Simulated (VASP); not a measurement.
# Ni (Fm-3m) in VASP: a series of runs

Runs on Ni. Level: PBE. Tasks: single point, relaxation of cell and atoms.

All numbers are computed with VASP 6.6.1; they aren't measurements. Logs are shortened: lines on timing, memory, paths and dates and some standing lists are left out, and cuts for length are marked.

**1. The cell of the first run**

It takes space group Fm-3m (No. 225, cubic). Conventional cell: a = 3.517 Å, b = 3.517 Å, c = 3.517 Å, α = 90.00°, β = 90.00°, γ = 90.00°. Ni (site symmetry m-3m) has 12 Ni at 2.49 Å within 3.3 Å.

**2. Single point, PBE, collinear spin, ferromagnetic start**

The input, INCAR:

```
SYSTEM = Ni
PREC = Accurate ; ENCUT = 520
EDIFF = 1E-7 ; ISMEAR = 0
SIGMA = 0.05 ; LREAL = .FALSE.
LASPH = .TRUE. ; NELM = 150
ALGO = Fast ; ISIF = 2
LWAVE = .FALSE. ; LCHARG = .FALSE.
ISPIN = 2 ; MAGMOM = 0.7
LORBIT = 11 ; LMAXMIX = 4
GGA = PE ; NBANDS = 15
```

The input, KPOINTS:

```
regular mesh
0
G
  16 16 16
  0 0 0
```

The input, POSCAR:

```
Ni
1.0
    0.0000000000      1.7583437038      1.7583437038
    1.7583437038      0.0000000000      1.7583437038
    1.7583437038      1.7583437038      0.0000000000
Ni
1
Direct
    0.0000000000      0.0000000000      0.0000000000
```

Potentials or basis: VASP PAW PBE potentials, release 64 (Ni).

Run with:

```
> cat potpaw_PBE.64/Ni/POTCAR > POTCAR
> mpirun -np 1 vasp_std > vasp.out
```

OUTCAR:

```text
SYSTEM = Ni
   PREC = Accurate
   ENCUT = 520
   EDIFF = 1E-7
   ISMEAR = 0
   LREAL = .FALSE.
   LASPH = .TRUE.
   NELM = 150
   ISIF = 2
   ISPIN = 2
   LORBIT = 11
   GGA = PE

 ion  position               nearest neighbor table
   1  0.000  0.000  0.000-

  LATTYP: Found a face centered cubic cell.
 ALAT       =     3.5166874076

  Lattice vectors:

 A1 = (   0.0000000000,   1.7583437038,   1.7583437038)
 A2 = (   1.7583437038,   0.0000000000,   1.7583437038)
 A3 = (   1.7583437038,   1.7583437038,   0.0000000000)

Analysis of symmetry for initial positions (statically):
=====================================================================
 Subroutine PRICEL returns:
 Original cell was already a primitive cell.

 Routine SETGRP: Setting up the symmetry group for a
 face centered cubic supercell.

 Subroutine GETGRP returns: Found 48 space group operations
 (whereof 48 operations were pure point group operations)
 out of a pool of 48 trial point group operations.

The static configuration has the point symmetry O_h .

Analysis of symmetry for dynamics (positions and initial velocities):
=====================================================================
 Subroutine PRICEL returns:
 Original cell was already a primitive cell.

 Routine SETGRP: Setting up the symmetry group for a
 face centered cubic supercell.

 Subroutine GETGRP returns: Found 48 space group operations
 (whereof 48 operations were pure point group operations)
 out of a pool of 48 trial point group operations.

The dynamic configuration has the point symmetry O_h .

Analysis of structural, dynamic, and magnetic symmetry:
=====================================================================
 Subroutine PRICEL returns:
 Original cell was already a primitive cell.

 Routine SETGRP: Setting up the symmetry group for a
 face centered cubic supercell.

 Subroutine GETGRP returns: Found 48 space group operations
 (whereof 48 operations were pure point group operations)
 out of a pool of 48 trial point group operations.

The overall configuration has the point symmetry O_h .

 Subroutine INISYM returns: Found 48 space group operations
 (whereof 48 operations are pure point group operations),
 and found     1 'primitive' translations

----------------------------------------------------------------------------------------

                                     Primitive cell

  volume of cell :      10.8728

  direct lattice vectors                    reciprocal lattice vectors
     0.000000000  1.758343704  1.758343704    -0.284358512  0.284358512  0.284358512
     1.758343704  0.000000000  1.758343704     0.284358512 -0.284358512  0.284358512
     1.758343704  1.758343704  0.000000000     0.284358512  0.284358512 -0.284358512

  length of vectors
     2.486673513  2.486673513  2.486673513     0.492523391  0.492523391  0.492523391

  position of ions in fractional coordinates (direct lattice)
     0.000000000  0.000000000  0.000000000

  ion indices of the primitive-cell ions
   primitive index   ion index
                 1           1

----------------------------------------------------------------------------------------

 KPOINTS: regular mesh

Automatic generation of k-mesh.
 Grid dimensions read from file:
 generate k-points for:   16   16   16

 Generating k-lattice:

  Cartesian coordinates                     Fractional coordinates (reciprocal lattice)
    -0.017772407  0.017772407  0.017772407     0.062500000  0.000000000  0.000000000
     0.017772407 -0.017772407  0.017772407     0.000000000  0.062500000  0.000000000
     0.017772407  0.017772407 -0.017772407     0.000000000  0.000000000  0.062500000

  Length of vectors
     0.030782712  0.030782712  0.030782712

  Shift w.r.t. Gamma in fractional coordinates (k-lattice)
     0.000000000  0.000000000  0.000000000

 Subroutine IBZKPT returns following result:
 ===========================================

 Found    145 irreducible k-points:

 Following reciprocal coordinates:
            Coordinates               Weight
  0.000000  0.000000  0.000000      1.000000
  0.062500  0.000000  0.000000      8.000000
  0.125000  0.000000  0.000000      8.000000
  0.187500  0.000000  0.000000      8.000000
  0.250000  0.000000  0.000000      8.000000
  0.312500  0.000000  0.000000      8.000000
[... 16 lines left out ...]
 -0.125000  0.062500  0.000000     24.000000
 -0.062500  0.062500  0.000000     12.000000
 [... further k-points ...]
   k-points           NKPTS =    145   k-points in BZ     NKDIM =    145   number of bands    NBANDS=     15
   number of dos      NEDOS =    301   number of ions     NIONS =      1
   total plane-waves  NPLWV =   5832
   dimension x,y,z NGX =    18 NGY =   18 NGZ =   18
   dimension x,y,z NGXF=    36 NGYF=   36 NGZF=   36
   ions per type =               1
   NGX,Y,Z   is equivalent  to a cutoff of  12.03, 12.03, 12.03 a.u.
   NGXF,Y,Z  is equivalent  to a cutoff of  24.07, 24.07, 24.07 a.u.
 SYSTEM =  Ni
   PREC   = accura    normal or accurate (medium, high low for compatibility)
   ISTART =      0    job   : 0-new  1-cont  2-samecut
   ICHARG =      2    charge: 1-file 2-atom 10-const
   ISPIN  =      2    spin polarized calculation?
   LNONCOLLINEAR =      F non collinear calculations
   LSORBIT =      F    spin-orbit coupling
   LASPH  =      T    aspherical Exc in radial PAW
   ENCUT  =  520.0 eV  38.22 Ry    6.18 a.u.   4.62  4.62  4.62*2*pi/ulx,y,z
   NELM   =    150;   NELMIN=  2; NELMDL= -5     # of ELM steps
   EDIFF  = 0.1E-06   stopping-criterion for ELM
   LREAL  =      F    real-space projection
   EDIFFG = 0.1E-05   stopping-criterion for IOM
   NSW    =      0    number of steps for IOM
   IBRION =     -1    ionic relax: 0-MD 1-quasi-New 2-CG
   NFREE  =      0    steps in history (QN), initial steepest desc. (CG)
   ISIF   =      2    stress and relaxation
   ISYM   =      2    0-nonsym 1-usesym 2-fastsym
   POTIM  = 0.5000    time-step for ionic-motion
   TEBEG  =    0.0;   TEEND  =   0.0 temperature during run
   PSTRESS=    0.0 pullay stress
   NELECT =      10.0000    total number of electrons
   NUPDOWN=      -1.0000    fix difference up-down
   EMIN   =  10.00;   EMAX   =-10.00  energy-range for DOS
   EFERMI =   0.00;   METHOD = LEGACY
   ISMEAR =     0;   SIGMA  =   0.05  broadening in eV -4-tet -1-fermi 0-gaus
   EFERMI_NEDOS =   21; number of points for ismear=-14 and -15
   IALGO  =     68    algorithm
   IMIX   =      4    mixing-type and parameters
     AMIX     =   0.40;   BMIX     =  1.00
     AMIX_MAG =   1.60;   BMIX_MAG =  1.00
  volume/ion in A,a.u.               =      10.87        73.37
  Fermi-wavevector in a.u.,A,eV,Ry     =   1.592066  3.008568 34.486334  2.534674
  Thomas-Fermi vector in A             =   2.690509
   LORBIT       =     11    0 simple, 1 ext, 2 COOP (PROOUT), +10 PAW based schemes
   GGA     = PE    functional components
   LHFCALC =     F    Hartree Fock is set to
   AEXX    =    0.0000 exact exchange contribution
   IVDW    =     0    specifies the selected vdW correction
   LEPSILON=     F    determine dielectric tensor
   LRPA    =     F    only Hartree local field effects (RPA)
 spin polarized calculation
 RMM-DIIS sequential band-by-band and
 Gauss-broadening in eV      SIGMA  =   0.05
  energy-cutoff  :      520.00
  volume of cell :       10.87
 maximum number of plane-waves:       303
   NGX =  9   NGY =  9   NGZ =  9

 number of electron      10.0000013 magnetization       0.5970978

 Free energy of the ion-electron system (eV)
  ---------------------------------------------------
  ext. energy  EPLUGINS =         0.00000000
  ---------------------------------------------------
  free energy    TOTEN  =        -5.47172838 eV

  energy without entropy =       -5.46961083  energy(sigma->0) =       -5.47066960

 E-fermi :   9.3964     XC(G=0): -13.2589

 val. band max:        9.3922995441   @ k =   0.3750   0.1875   0.0000
 cond. band min:       9.3972494598   @ k =   0.3750   0.2500   0.0000
 fundamental gap:      0.0049499156
 Fermi energy:         9.3964198398

 spin component 1

 k-point     1 :       0.0000    0.0000    0.0000
  band No.  band energies     occupation
      1       0.3719      1.00000
      2       6.9659      1.00000
      3       6.9660      1.00000
      4       6.9660      1.00000
      5       8.1492      1.00000
      6       8.1492      1.00000
      7      33.1135      0.00000
      8      36.9830      0.00000
      9      36.9830      0.00000
     10      36.9830      0.00000
     11      39.9247      0.00000
     12      39.9247      0.00000
     13      39.9247      0.00000
     14      42.8827      0.00000
     15      49.1945      0.00000
[... 397 lines left out ...]
 k-point    24 :      -0.0625    0.0625    0.0000
  band No.  band energies     occupation
      1       0.7769      1.00000
      2       6.8547      1.00000
      3       7.0489      1.00000
      4       7.0675      1.00000
      5       8.0655      1.00000
      6       8.1639      1.00000
      7      31.7548      0.00000
      8      33.4018      0.00000
      9      35.7184      0.00000
     10      37.5609      0.00000
     11      40.0946      0.00000
     12      40.1923      0.00000
     13      43.1687      0.00000
     14      45.3088      0.00000
     15      45.7137      0.00000

 [... further k-points ...]

 spin component 2

 k-point     1 :       0.0000    0.0000    0.0000
  band No.  band energies     occupation
      1       0.3349      1.00000
      2       7.6925      1.00000
      3       7.6925      1.00000
      4       7.6925      1.00000
      5       8.6994      1.00000
      6       8.6994      1.00000
      7      32.9529      0.00000
      8      36.9597      0.00000
      9      36.9597      0.00000
     10      36.9597      0.00000
     11      40.0195      0.00000
     12      40.0195      0.00000
     13      40.0195      0.00000
     14      42.7640      0.00000
     15      49.3841      0.00000
[... 397 lines left out ...]
 k-point    24 :      -0.0625    0.0625    0.0000
  band No.  band energies     occupation
      1       0.7405      1.00000
      2       7.5684      1.00000
      3       7.7799      1.00000
      4       7.7939      1.00000
      5       8.6107      1.00000
      6       8.7168      1.00000
      7      31.7120      0.00000
      8      33.4194      0.00000
      9      35.6824      0.00000
     10      37.5378      0.00000
     11      40.1792      0.00000
     12      40.1836      0.00000
     13      43.1522      0.00000
     14      45.4575      0.00000
     15      45.7078      0.00000

 [... further k-points ...]

------------------------ aborting loop because EDIFF is reached ----------------------------------------

  FORCE on cell =-STRESS in cart. coord.  units (eV):
  Direction    XX          YY          ZZ          XY          YZ          ZX
  --------------------------------------------------------------------------------------
  -------------------------------------------------------------------------------------
  Total       -0.0015672     -0.0015672     -0.0015672      0.0000000      0.0000000      0.0000000
  in kB       -0.2309376     -0.2309376     -0.2309376      0.0000000      0.0000000      0.0000000
  external PRESSURE =      -0.2309376 kB  Pullay stress =       0.0000000 kB

 VOLUME and BASIS-vectors are now :
 -----------------------------------------------------------------------------
  energy-cutoff  :      520.00
  volume of cell :       10.87
      direct lattice vectors                 reciprocal lattice vectors
     0.000000000  1.758343704  1.758343704    -0.284358512  0.284358512  0.284358512
     1.758343704  0.000000000  1.758343704     0.284358512 -0.284358512  0.284358512
     1.758343704  1.758343704  0.000000000     0.284358512  0.284358512 -0.284358512

 POSITION                                       TOTAL-FORCE (eV/Angst)
 -----------------------------------------------------------------------------------
      0.00000      0.00000      0.00000         0.000000      0.000000      0.000000
 -----------------------------------------------------------------------------------
    total drift:                                0.000000     -0.000000     -0.000000

  FREE ENERGIE OF THE ION-ELECTRON SYSTEM (eV)
  ---------------------------------------------------
  free  energy   TOTEN  =        -5.4717283752 eV

  energy  without entropy=       -5.4696108334  energy(sigma->0) =       -5.47066960

 total charge

# of ion       s       p       d       tot
------------------------------------------
    1        0.497   0.498   8.317   9.311

 magnetization (x)

# of ion       s       p       d       tot
------------------------------------------
    1       -0.007  -0.025   0.640   0.609
```

Run time: 1.7 min. Hardware: 1 thread of Intel Xeon Platinum 8259CL at 2.50GHz (Skylake/Cascade Lake), shared host; peak memory 0.15 GiB.

Results:

* Free energy: -5.4717 eV
* Pressure: 0.0 GPa
* Net moment: 0.60 μB per cell
* Site moments: Ni +0.61 μB
* Valence electrons inside the program's atomic spheres: Ni 9.31

**3. Relaxation of cell and atoms, PBE, collinear spin, ferromagnetic start**

This run uses another cell than the first one, of 10.94 Å³/atom, 1.006 times its volume.

The input, INCAR:

```
ALGO = Fast ; EDIFF = 1E-7
EDIFFG = -0.01 ; ENCUT = 600
GGA = PE ; IBRION = 2
ISIF = 3 ; ISMEAR = 0
ISPIN = 2 ; LASPH = T
LCHARG = F ; LMAXMIX = 4
LORBIT = 11 ; LREAL = F
LWAVE = F ; MAGMOM = 0.7
NELM = 150 ; NSW = 80
PREC = Accurate ; SIGMA = 0.05
```

The input, KPOINTS:

```
k-points
0
Gamma
  16 16 16
```

The input, POSCAR:

```
Ni
1.0
    0.0000000000      1.7619350000      1.7619350000
    1.7619350000      0.0000000000      1.7619350000
    1.7619350000      1.7619350000      0.0000000000
Ni
1
Direct
    0.0000000000      0.0000000000      0.0000000000
```

Potentials or basis: VASP PAW PBE potentials, release 64 (Ni).

Run with:

```
> cat potpaw_PBE.64/Ni/POTCAR > POTCAR
> mpirun -np 1 vasp_std > vasp.out
```

It took 100 s on 1 thread of Intel Xeon Platinum 8259CL at 2.50GHz (Skylake/Cascade Lake), shared host; peak memory 0.15 GiB.

It converged, with:

```
Free energy                                           : -5.4715 eV
Relaxed volume                                        : 10.87 Å³/atom
Relaxed cell                                          : a = 2.486 Å, b = 2.486 Å, c = 2.486 Å, α = 60.00°, β = 60.00°, γ = 60.00°
Space group after relaxing (to 0.05 Å)                : Fm-3m (No. 225)
Energy gained by relaxing                             : 0.3 meV/atom
Ionic steps                                           : 3
Pressure after relaxing                               : 0.0 GPa
Net moment                                            : 0.60 μB per cell
Site moments                                          : Ni +0.61 μB
Valence electrons inside the program's atomic spheres : Ni 9.31
```

The path:
| step | energy change (eV) | largest force (eV/Å) | pressure (GPa) | volume (Å³) |
| --- | --- | --- | --- | --- |
| 1 | 0.0000 | 0.0000 | -1.29 | 10.94 |
| 2 | -0.0001 | 0.0000 | 1.22 | 10.80 |
| 3 | -0.0003 | 0.0000 | 0.01 | 10.87 |

Final structure:
```xyz
1
Lattice="0.0000 1.7579 1.7579 1.7579 0.0000 1.7579 1.7579 1.7579 0.0000" Properties=species:S:1:pos:R:3 pbc="T T T"
Ni    0.0000    0.0000    0.0000
```

Levels at points of the mesh, in eV from the Fermi level:
Spin up:
```
           k point  band 1  band 2  band 3  band 4  band 5  band 6  band 7  band 8  band 9
(0.00, 0.00, 0.00)   -9.03   -2.43   -2.43   -2.43   -1.25   -1.25   23.72   27.60   27.60
(0.50, 0.00, 0.00)   -4.84   -2.41   -2.41   -0.59   -0.59   -0.31    5.67   22.21   24.69
(0.50, 0.50, 0.00)   -4.65   -4.20   -0.54   -0.47   -0.47    2.44    9.23   14.83   14.83
```
Spin down:
```
           k point  band 1  band 2  band 3  band 4  band 5  band 6  band 7  band 8  band 9
(0.00, 0.00, 0.00)   -9.07   -1.71   -1.71   -1.71   -0.70   -0.70   23.56   27.57   27.57
(0.50, 0.00, 0.00)   -4.43   -1.82   -1.82   -0.37    0.13    0.13    6.08   22.07   24.77
(0.50, 0.50, 0.00)   -4.33   -3.61    0.04    0.37    0.37    2.40    9.46   14.83   14.83
```
